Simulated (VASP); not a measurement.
# Y (P6_3/mmc) in VASP: further runs, part 2 of 2

VASP 6.6.1.

## (4) Single point, PBE

This run uses another cell than the first one, of 32.35 Å³/atom.

Input file INCAR:

```
ALGO = Normal ; EDIFF = 1E-7
ENCUT = 520 ; GGA = PE
ISIF = 2 ; ISMEAR = -1
LASPH = True ; LCHARG = False
LREAL = False ; LWAVE = False
NBANDS = 18 ; NELM = 60
PREC = Accurate ; SIGMA = 0.1
```

Input file KPOINTS:

```
k-points
0
Gamma
  9 9 5
```

Input file POSCAR:

```
Y
1.0
    3.6229200678      0.0000000000      0.0000000000
   -1.8114600339      3.1375407572      0.0000000000
    0.0000000000      0.0000000000      5.6921384384
Y
2
Direct
    0.3333333333      0.6666666667      0.2500000000
    0.6666666667      0.3333333333      0.7500000000
```

Potentials or basis: VASP PAW PBE potentials, release 64 (Y_sv).

Launch:

```bash
$ cat potpaw_PBE.64/Y_sv/POTCAR > POTCAR
$ mpirun -np 1 vasp_std > vasp.out
```

OUTCAR:

```text
EDIFF = 1E-7
   ENCUT = 520
   GGA = PE
   ISIF = 2
   ISMEAR = -1
   LASPH = True
   LREAL = False
   NELM = 60
   PREC = Accurate

 ion  position               nearest neighbor table
   1  0.333  0.667  0.250-   2 3.53   2 3.53   2 3.53   2 3.53   2 3.53   2 3.53
   2  0.667  0.333  0.750-   1 3.53   1 3.53   1 3.53   1 3.53   1 3.53   1 3.53

  LATTYP: Found a hexagonal cell.
 ALAT       =     3.6229200678
 C/A-ratio  =     1.5711465701

  Lattice vectors:

 A1 = (   3.6229200678,   0.0000000000,   0.0000000000)
 A2 = (  -1.8114600339,   3.1375407572,   0.0000000000)
 A3 = (   0.0000000000,   0.0000000000,   5.6921384384)

Analysis of symmetry for initial positions (statically):
=====================================================================
 Subroutine PRICEL returns:
 Original cell was already a primitive cell.

 Routine SETGRP: Setting up the symmetry group for a
 hexagonal supercell.

 Subroutine GETGRP returns: Found 24 space group operations
 (whereof 12 operations were pure point group operations)
 out of a pool of 24 trial point group operations.

The static configuration has the point symmetry D_3d.
 The point group associated with its full space group is D_6h.

Analysis of symmetry for dynamics (positions and initial velocities):
=====================================================================
 Subroutine PRICEL returns:
 Original cell was already a primitive cell.

 Routine SETGRP: Setting up the symmetry group for a
 hexagonal supercell.

 Subroutine GETGRP returns: Found 24 space group operations
 (whereof 12 operations were pure point group operations)
 out of a pool of 24 trial point group operations.

[... 106 lines left out ...]
   NFREE  =      0    steps in history (QN), initial steepest desc. (CG)
   ISIF   =      2    stress and relaxation
   ISYM   =      2    0-nonsym 1-usesym 2-fastsym
   POTIM  = 0.5000    time-step for ionic-motion
   TEBEG  =    0.0;   TEEND  =   0.0 temperature during run
   PSTRESS=    0.0 pullay stress
   NELECT =      22.0000    total number of electrons
   NUPDOWN=      -1.0000    fix difference up-down
   EMIN   =  10.00;   EMAX   =-10.00  energy-range for DOS
   EFERMI =   0.00;   METHOD = LEGACY
   ISMEAR =    -1;   SIGMA  =   0.10  broadening in eV -4-tet -1-fermi 0-gaus
   EFERMI_NEDOS =   21; number of points for ismear=-14 and -15
   IALGO  =     38    algorithm
   IMIX   =      4    mixing-type and parameters
     AMIX     =   0.40;   BMIX     =  1.00
     AMIX_MAG =   1.60;   BMIX_MAG =  1.00
  volume/ion in A,a.u.               =      32.35       218.32
  Fermi-wavevector in a.u.,A,eV,Ry     =   1.142636  2.159269 17.763995  1.305617
  Thomas-Fermi vector in A             =   2.279333
   LORBIT       =      0    0 simple, 1 ext, 2 COOP (PROOUT), +10 PAW based schemes
   GGA     = PE    functional components
   LHFCALC =     F    Hartree Fock is set to
   AEXX    =    0.0000 exact exchange contribution
   IVDW    =     0    specifies the selected vdW correction
   LEPSILON=     F    determine dielectric tensor
   LRPA    =     F    only Hartree local field effects (RPA)
 non-spin polarized calculation
  energy-cutoff  :      520.00
  volume of cell :       64.70
 maximum number of plane-waves:      1773
 NGX is ok and might be reduce to    28
   NGX = 13   NGY = 13   NGZ = 21

 number of electron      22.0000000 magnetization

 Free energy of the ion-electron system (eV)
  ---------------------------------------------------
  ext. energy  EPLUGINS =         0.00000000
  ---------------------------------------------------
  free energy    TOTEN  =       -12.92712044 eV

  energy without entropy =      -12.80507897  energy(sigma->0) =      -12.86609971

 E-fermi :   3.0733     XC(G=0):  -9.4849

 val. band max:        3.0407318942   @ k =   0.4444   0.1111   0.4000
 cond. band min:       3.0823435524   @ k =   0.2222   0.1111   0.4000
 fundamental gap:      0.0416116582
 Fermi energy:         3.0733279379

 k-point     1 :       0.0000    0.0000    0.0000
  band No.  band energies     occupation
      1     -39.5728      2.00000
      2     -39.4950      2.00000
      3     -19.8685      2.00000
      4     -19.3648      2.00000
      5     -19.3648      2.00000
      6     -19.2720      2.00000
[... 481 lines left out ...]
      5     -19.6651      2.00000
      6     -19.5059      2.00000
[... 10 lines left out ...]
     17       7.8192      0.00000
     18       7.8192      0.00000

 [... further k-points ...]
[... 5 lines left out ...]
  --------------------------------------------------------------------------------------
  -------------------------------------------------------------------------------------
  Total        0.2926736      0.2926736      0.1736604      0.0000000      0.0000000      0.0000000
  in kB        7.2472063      7.2472060      4.3001906      0.0000000      0.0000000      0.0000000
  external PRESSURE =       6.2648676 kB  Pullay stress =       0.0000000 kB

 VOLUME and BASIS-vectors are now :
 -----------------------------------------------------------------------------
  energy-cutoff  :      520.00
  volume of cell :       64.70
      direct lattice vectors                 reciprocal lattice vectors
     3.622920068  0.000000000  0.000000000     0.276020442  0.159360480  0.000000000
    -1.811460034  3.137540757  0.000000000     0.000000000  0.318720959  0.000000000
     0.000000000  0.000000000  5.692138438     0.000000000  0.000000000  0.175680899

 POSITION                                       TOTAL-FORCE (eV/Angst)
 -----------------------------------------------------------------------------------
     -0.00000      2.09169      1.42303         0.000000      0.000000      0.000000
      1.81146      1.04585      4.26910        -0.000000     -0.000000      0.000000
 -----------------------------------------------------------------------------------
    total drift:                               -0.000000      0.000000     -0.000000

  FREE ENERGIE OF THE ION-ELECTRON SYSTEM (eV)
  ---------------------------------------------------
  free  energy   TOTEN  =       -12.9271204389 eV

  energy  without entropy=      -12.8050789714  energy(sigma->0) =      -12.86609971
```

stdout:

```text
POSCAR found type information on POSCAR Y
 POSCAR found :  1 types and       2 ions
 scaLAPACK will be used
 LDA part: xc-table for (Slater+PW92), standard interpolation
 POSCAR, INCAR and KPOINTS ok, starting setup
 FFT: planning ... GRIDC
 FFT: planning ... GRID_SOFT
 FFT: planning ... GRID
 WAVECAR not read
 entering main loop
```

Run time: 93 s. Hardware: 1 thread of Intel Xeon 8259CL, shared host; peak memory 0.21 GiB.

Results:

- Free energy: -12.9271 eV
- Pressure: 0.6 GPa
- Band gap on the k mesh: zero (bands 11 and 12 overlap by 1.36 eV)

## (5) Single point, PBE

This run uses another cell than the first one, of 33.01 Å³/atom.

Input file INCAR:

```
PREC = Accurate ; ENCUT = 520
EDIFF = 1E-6 ; ISMEAR = -1
SIGMA = 0.1 ; LREAL = False
LASPH = True ; NELM = 100
ALGO = Normal ; ISIF = 2
LWAVE = False ; LCHARG = False
GGA = PE ; NBANDS = 18
```

Input file KPOINTS:

```
Automatic mesh
0
Gamma
  9 9 5
```

Input file POSCAR:

```
Y
1.0
    3.6474000000      0.0000000000      0.0000000000
   -1.8237000000      3.1587410000      0.0000000000
    0.0000000000      0.0000000000      5.7306000000
Y
2
Direct
    0.3333333333      0.6666666667      0.2500000000
    0.6666666667      0.3333333333      0.7500000000
```

Launch:

```bash
$ cat potpaw_PBE.64/Y_sv/POTCAR > POTCAR
$ mpirun -np 1 vasp_std > vasp.out
```

It took 97 s on 1 thread of Intel Xeon 8259CL, shared host; peak memory 0.22 GiB.

Results (log left out):

```
Free energy            : -12.9289 eV
Pressure               : -0.2 GPa
Band gap on the k mesh : zero (bands 11 and 12 overlap by 1.30 eV)
```

Stress tensor (GPa, compression positive):
```
-0.09  0.00  0.00
 0.00 -0.09  0.00
 0.00  0.00 -0.39
```

Levels at points of the mesh, in eV from the Fermi level:
| k point | band 8 | band 9 | band 10 | band 11 | band 12 | band 13 | band 14 | band 15 |
| --- | --- | --- | --- | --- | --- | --- | --- | --- |
| (0.00, 0.00, 0.00) | -22.38 | -4.68 | -1.85 | 0.86 | 1.75 | 1.75 | 2.04 | 2.35 |

## (6) Single point, PBE

This run uses another cell than the first one, of 33.67 Å³/atom.

Input file INCAR:

```
SYSTEM = Y
PREC = Accurate ; ENCUT = 520
EDIFF = 1E-6 ; ISMEAR = -1
SIGMA = 0.1 ; LREAL = .False.
LASPH = .True. ; NELM = 80
ALGO = Normal ; ISIF = 2
LWAVE = .False. ; LCHARG = .False.
GGA = PE ; NBANDS = 18
```

Input file KPOINTS:

```
Automatic mesh
0
Gamma
  9 9 5
  0 0 0
```

Input file POSCAR:

```
Y
1.0
    3.6715556708      0.0000000000      0.0000000000
   -1.8357778354      3.1796604242      0.0000000000
    0.0000000000      0.0000000000      5.7685520994
Y
2
Direct
    0.3333333333      0.6666666667      0.2500000000
    0.6666666667      0.3333333333      0.7500000000
```

Potentials or basis: VASP PAW PBE potentials, release 64 (Y_sv).

Launch:

```bash
$ cat potpaw_PBE.64/Y_sv/POTCAR > POTCAR
$ mpirun -np 1 vasp_std > vasp.out
```

OUTCAR:

```text
SYSTEM = Y
   PREC = Accurate
   ENCUT = 520
   EDIFF = 1E-6
   ISMEAR = -1
   LREAL = .False.
   LASPH = .True.
   NELM = 80
   ISIF = 2
   GGA = PE

 ion  position               nearest neighbor table
   1  0.333  0.667  0.250-   2 3.58   2 3.58   2 3.58   2 3.58   2 3.58   2 3.58
   2  0.667  0.333  0.750-   1 3.58   1 3.58   1 3.58   1 3.58   1 3.58   1 3.58

  LATTYP: Found a hexagonal cell.
 ALAT       =     3.6715556708
 C/A-ratio  =     1.5711465702

  Lattice vectors:

 A1 = (   3.6715556708,   0.0000000000,   0.0000000000)
 A2 = (  -1.8357778354,   3.1796604242,   0.0000000000)
 A3 = (   0.0000000000,   0.0000000000,   5.7685520994)

Analysis of symmetry for initial positions (statically):
=====================================================================
 Subroutine PRICEL returns:
 Original cell was already a primitive cell.

 Routine SETGRP: Setting up the symmetry group for a
 hexagonal supercell.

 Subroutine GETGRP returns: Found 24 space group operations
 (whereof 12 operations were pure point group operations)
 out of a pool of 24 trial point group operations.

The static configuration has the point symmetry D_3d.
 The point group associated with its full space group is D_6h.

Analysis of symmetry for dynamics (positions and initial velocities):
=====================================================================
 Subroutine PRICEL returns:
 Original cell was already a primitive cell.

 Routine SETGRP: Setting up the symmetry group for a
 hexagonal supercell.

 Subroutine GETGRP returns: Found 24 space group operations
 (whereof 12 operations were pure point group operations)
 out of a pool of 24 trial point group operations.

The dynamic configuration has the point symmetry D_3d.
 The point group associated with its full space group is D_6h.

 Subroutine INISYM returns: Found 24 space group operations
 (whereof 12 operations are pure point group operations),
 and found     1 'primitive' translations

----------------------------------------------------------------------------------------

                                     Primitive cell

  volume of cell :      67.3438

  direct lattice vectors                    reciprocal lattice vectors
     3.671555671  0.000000000  0.000000000     0.272364112  0.157249496  0.000000000
    -1.835777835  3.179660424  0.000000000     0.000000000  0.314498993  0.000000000
     0.000000000  0.000000000  5.768552099     0.000000000  0.000000000  0.173353726

  length of vectors
     3.671555671  3.671555620  5.768552099     0.314498988  0.314498993  0.173353726

  position of ions in fractional coordinates (direct lattice)
     0.333333333  0.666666667  0.250000000
     0.666666667  0.333333333  0.750000000

  ion indices of the primitive-cell ions
   primitive index   ion index
                 1           1
                 2           2

----------------------------------------------------------------------------------------

 KPOINTS: Automatic mesh

Automatic generation of k-mesh.
 Grid dimensions read from file:
 generate k-points for:    9    9    5

 Generating k-lattice:

  Cartesian coordinates                     Fractional coordinates (reciprocal lattice)
     0.030262679  0.017472166  0.000000000     0.111111111 -0.000000000  0.000000000
     0.000000000  0.034944333  0.000000000     0.000000000  0.111111111  0.000000000
     0.000000000  0.000000000  0.034670745     0.000000000  0.000000000  0.200000000

  Length of vectors
     0.034944332  0.034944333  0.034670745

  Shift w.r.t. Gamma in fractional coordinates (k-lattice)
     0.000000000  0.000000000  0.000000000

 Subroutine IBZKPT returns following result:
 ===========================================

 Found     36 irreducible k-points:

 Following reciprocal coordinates:
            Coordinates               Weight
  0.000000  0.000000  0.000000      1.000000
  0.111111 -0.000000  0.000000      6.000000
  0.222222 -0.000000  0.000000      6.000000
  0.333333 -0.000000  0.000000      6.000000
  0.444444 -0.000000  0.000000      6.000000
  0.111111  0.111111  0.000000      6.000000
[... 16 lines left out ...]
  0.333333  0.222222  0.200000     24.000000
  0.333333  0.333333  0.200000      4.000000
 [... further k-points ...]
   k-points           NKPTS =     36   k-points in BZ     NKDIM =     36   number of bands    NBANDS=     18
   number of dos      NEDOS =    301   number of ions     NIONS =      2
   total plane-waves  NPLWV =  37632
   dimension x,y,z NGX =    28 NGY =   28 NGZ =   48
   dimension x,y,z NGXF=    56 NGYF=   56 NGZF=   96
   ions per type =               2
   NGX,Y,Z   is equivalent  to a cutoff of  12.68, 12.68, 13.83 a.u.
   NGXF,Y,Z  is equivalent  to a cutoff of  25.36, 25.36, 27.67 a.u.
 SYSTEM =  Y
   PREC   = accura    normal or accurate (medium, high low for compatibility)
   ISTART =      0    job   : 0-new  1-cont  2-samecut
   ICHARG =      2    charge: 1-file 2-atom 10-const
   ISPIN  =      1    spin polarized calculation?
   LNONCOLLINEAR =      F non collinear calculations
   LSORBIT =      F    spin-orbit coupling
   LASPH  =      T    aspherical Exc in radial PAW
   ENCUT  =  520.0 eV  38.22 Ry    6.18 a.u.   6.83  6.83 10.73*2*pi/ulx,y,z
   NELM   =     80;   NELMIN=  2; NELMDL= -5     # of ELM steps
   EDIFF  = 0.1E-05   stopping-criterion for ELM
   LREAL  =      F    real-space projection
[... 7 lines left out ...]
   TEBEG  =    0.0;   TEEND  =   0.0 temperature during run
   PSTRESS=    0.0 pullay stress
   NELECT =      22.0000    total number of electrons
   NUPDOWN=      -1.0000    fix difference up-down
   EMIN   =  10.00;   EMAX   =-10.00  energy-range for DOS
   EFERMI =   0.00;   METHOD = LEGACY
   ISMEAR =    -1;   SIGMA  =   0.10  broadening in eV -4-tet -1-fermi 0-gaus
   EFERMI_NEDOS =   21; number of points for ismear=-14 and -15
   IALGO  =     38    algorithm
   IMIX   =      4    mixing-type and parameters
     AMIX     =   0.40;   BMIX     =  1.00
     AMIX_MAG =   1.60;   BMIX_MAG =  1.00
  volume/ion in A,a.u.               =      33.67       227.23
  Fermi-wavevector in a.u.,A,eV,Ry     =   1.127500  2.130666 17.296487  1.271256
  Thomas-Fermi vector in A             =   2.264186
   LORBIT       =      0    0 simple, 1 ext, 2 COOP (PROOUT), +10 PAW based schemes
   GGA     = PE    functional components
   LHFCALC =     F    Hartree Fock is set to
   AEXX    =    0.0000 exact exchange contribution
   IVDW    =     0    specifies the selected vdW correction
   LEPSILON=     F    determine dielectric tensor
   LRPA    =     F    only Hartree local field effects (RPA)
 non-spin polarized calculation
  energy-cutoff  :      520.00
  volume of cell :       67.34
 maximum number of plane-waves:      1833
 NGX is ok and might be reduce to    28
   NGX = 13   NGY = 13   NGZ = 21

 number of electron      22.0000001 magnetization

 Free energy of the ion-electron system (eV)
  ---------------------------------------------------
  ext. energy  EPLUGINS =         0.00000000
  ---------------------------------------------------
  free energy    TOTEN  =       -12.92427045 eV

  energy without entropy =      -12.79893533  energy(sigma->0) =      -12.86160289

 E-fermi :   2.8802     XC(G=0):  -9.3316

 val. band max:        2.8623336533   @ k =   0.4444   0.1111   0.4000
 cond. band min:       2.9026004555   @ k =   0.3333   0.1111   0.2000
 fundamental gap:      0.0402668021
 Fermi energy:         2.8802355516

 k-point     1 :       0.0000    0.0000    0.0000
  band No.  band energies     occupation
      1     -39.8683      2.00000
      2     -39.8030      2.00000
      3     -20.1149      2.00000
      4     -19.6753      2.00000
      5     -19.6753      2.00000
      6     -19.5934      2.00000
[... 10 lines left out ...]
     17       5.6203      0.00000
     18       5.6203      0.00000

 k-point     2 :       0.1111   -0.0000    0.0000
  band No.  band energies     occupation
      1     -39.8629      2.00000
      2     -39.8011      2.00000
      3     -20.0950      2.00000
      4     -19.7153      2.00000
      5     -19.6889      2.00000
      6     -19.6354      2.00000
[... 10 lines left out ...]
     17       5.3942      0.00000
     18       5.4175      0.00000
[... 442 lines left out ...]
 k-point    24 :       0.3333    0.3333    0.2000
  band No.  band energies     occupation
      1     -39.8004      2.00000
      2     -39.8004      2.00000
      3     -19.9409      2.00000
      4     -19.9367      2.00000
      5     -19.9367      2.00000
      6     -19.7977      2.00000
[... 10 lines left out ...]
     17       7.4415      0.00000
     18       7.4415      0.00000

 [... further k-points ...]
[... 5 lines left out ...]
  --------------------------------------------------------------------------------------
  -------------------------------------------------------------------------------------
  Total       -0.3569294     -0.3569294     -0.4820543      0.0000000      0.0000000      0.0000000
  in kB       -8.4917121     -8.4917118    -11.4685583      0.0000000      0.0000000      0.0000000
  external PRESSURE =      -9.4839941 kB  Pullay stress =       0.0000000 kB

 VOLUME and BASIS-vectors are now :
 -----------------------------------------------------------------------------
  energy-cutoff  :      520.00
  volume of cell :       67.34
      direct lattice vectors                 reciprocal lattice vectors
     3.671555671  0.000000000  0.000000000     0.272364112  0.157249496  0.000000000
    -1.835777835  3.179660424  0.000000000     0.000000000  0.314498993  0.000000000
     0.000000000  0.000000000  5.768552099     0.000000000  0.000000000  0.173353726

 POSITION                                       TOTAL-FORCE (eV/Angst)
 -----------------------------------------------------------------------------------
     -0.00000      2.11977      1.44214         0.000000      0.000000      0.000000
      1.83578      1.05989      4.32641        -0.000000      0.000000      0.000000
 -----------------------------------------------------------------------------------
    total drift:                                0.000000     -0.000000      0.000000

  FREE ENERGIE OF THE ION-ELECTRON SYSTEM (eV)
  ---------------------------------------------------
  free  energy   TOTEN  =       -12.9242704507 eV

  energy  without entropy=      -12.7989353284  energy(sigma->0) =      -12.86160289
```

stdout:

```text
POSCAR found type information on POSCAR Y
 POSCAR found :  1 types and       2 ions
 scaLAPACK will be used
 LDA part: xc-table for (Slater+PW92), standard interpolation
 POSCAR, INCAR and KPOINTS ok, starting setup
 FFT: planning ... GRIDC
 FFT: planning ... GRID_SOFT
 FFT: planning ... GRID
 WAVECAR not read
 entering main loop
```

It took 96 s on 1 thread of Intel Xeon 8259CL, shared host; peak memory 0.22 GiB.

What came out:

```
Free energy            : -12.9243 eV
Pressure               : -0.9 GPa
Band gap on the k mesh : zero (bands 11 and 12 overlap by 1.25 eV)
```

Levels at points of the mesh, in eV from the Fermi level:
```
           k point  band 9  band 10  band 11  band 12  band 13  band 14
(0.00, 0.00, 0.00)   -4.65    -1.82     0.80     1.73     1.73     2.01
```

## (7) Overview

```tsv
cell	gap on the mesh (eV)	pressure (GPa)
a = 3.573, b = 3.573, c = 5.614 Å, angles 90.0, 90.0, 120.0°, 2 atoms	none	2.5
a = 3.598, b = 3.598, c = 5.653 Å, angles 90.0, 90.0, 120.0°, 2 atoms	none	1.5
a = 3.623, b = 3.623, c = 5.692 Å, angles 90.0, 90.0, 120.0°, 2 atoms	none	0.6
a = 3.647, b = 3.647, c = 5.731 Å, angles 90.0, 90.0, 120.0°, 2 atoms	none	-0.2
a = 3.672, b = 3.672, c = 5.769 Å, angles 90.0, 90.0, 120.0°, 2 atoms	none	-0.9
```

Alike in all rows: task single point; level PBE; potentials or basis VASP PAW PBE potentials, release 64 (Y_sv); no spin polarisation; k mesh 9 × 9 × 5; cutoff (eV) 520; smearing fermi-dirac 0.1 eV.

Total energies depend on the potentials used, so only differences within one code and one set of settings carry meaning.

The gap in the log of VASP goes by the Fermi energy; the results here count the filled bands.